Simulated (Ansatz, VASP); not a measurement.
# Two plane-wave programs on TaN

The input POSCAR:

```
TaN
1.0
    2.9380000000      0.0000000000      0.0000000000
   -1.4690000000      2.5443826363      0.0000000000
    0.0000000000      0.0000000000      2.8830000000
Ta N
1 1
Direct
    0.0000000000      0.0000000000      0.5000000000
    0.6666666667      0.3333333333      0.0000000000
```

Contents of INCAR.step1:

```
SYSTEM = TaN
PREC = Accurate ; ENCUT = 520
EDIFF = 1E-5 ; ISMEAR = -1
SIGMA = 0.05 ; LREAL = .FALSE.
LASPH = .TRUE. ; NELM = 80
ALGO = Normal ; ISIF = 2
LWAVE = .TRUE. ; LCHARG = .FALSE.
NBANDS = 15 ; GGA = PE
```

File INCAR.step2:

```
SYSTEM = TaN
PREC = Accurate ; ENCUT = 520
EDIFF = 1E-6 ; ISMEAR = -1
SIGMA = 0.05 ; LREAL = .FALSE.
LASPH = .TRUE. ; NELM = 80
ALGO = Normal ; ISIF = 2
LWAVE = .FALSE. ; LCHARG = .FALSE.
GGA = PE ; LHFCALC = .TRUE.
AEXX = 0.2 ; HFSCREEN = 0.2
PRECFOCK = Normal ; NBANDS = 15
ISTART = 1
```

KPOINTS

```
Automatic mesh
0
G
  5 5 5
  0 0 0
```

File input.yaml:

```yaml
crystal:
  lattice:
    - [2.938, 0.0, 0.0]
    - [-1.469, 2.5443826363, 0.0]
    - [0.0, 0.0, 2.883]
  atoms:
    - { symbol: Ta, position: [0.0, 0.0, 0.5] }
    - { symbol: "N", position: [0.6666666667, 0.3333333333, 0.0] }
hamiltonian:
  xc: { exchange: pbe, correlation: pbe, exx: { coeff: 0.2, omega: 0.2 } }
  pseudopotentials: { kind: paw }
kpoints:
  mp_grid: { grid: [5, 5, 5] }
scf:
  occupations: { method: fermi_dirac, width: 0.05 }
output:
  forces: true
  stress: true
  eigenvalues: true
  write_density: true
  write_potential: true
  elf: true
  volumetric_format: npy
```

Alike in both runs: task single point; functional PBE-based screened hybrid with a share of 0.2 of exact exchange and HFSCREEN = 0.2; k mesh 5 × 5 × 5; occupations fermi-dirac, width 0.05 eV; no spin polarisation.

```csv
,VASP,Ansatz
version,VASP 6.6.1,Ansatz 0.2.0
potentials or method,"VASP PAW PBE potentials, release 64 (Ta_pv, N)",Ansatz PAW
plane-wave cutoff (eV),520,420
valence electrons in the cell,16,18
```

Ansatz gave:

| Item | Value |
| --- | --- |
| gap on the k mesh at the Fermi level (eV) | none |
| pressure (GPa) | -2.1 |
| traceless stress, the component that is largest in VASP (GPa) | -0.45 |

**Question.** Estimate VASP's values.

**Answer.** gap on the k mesh at the Fermi level (eV): none; pressure (GPa): -2.5; traceless stress, the component that is largest in VASP (GPa): -0.41.

VASP's potentials were made for PBE, not for PBE-based screened hybrid. A gap of «none» marks a metal or a gap that the smearing closes. VASP's potentials hold 16 valence electrons a cell and Ansatz's 18, so a difference there can come from the potentials and not from the codes.

The k mesh is coarse, so the values compare programs but aren't converged. Spin-orbit coupling is off throughout.
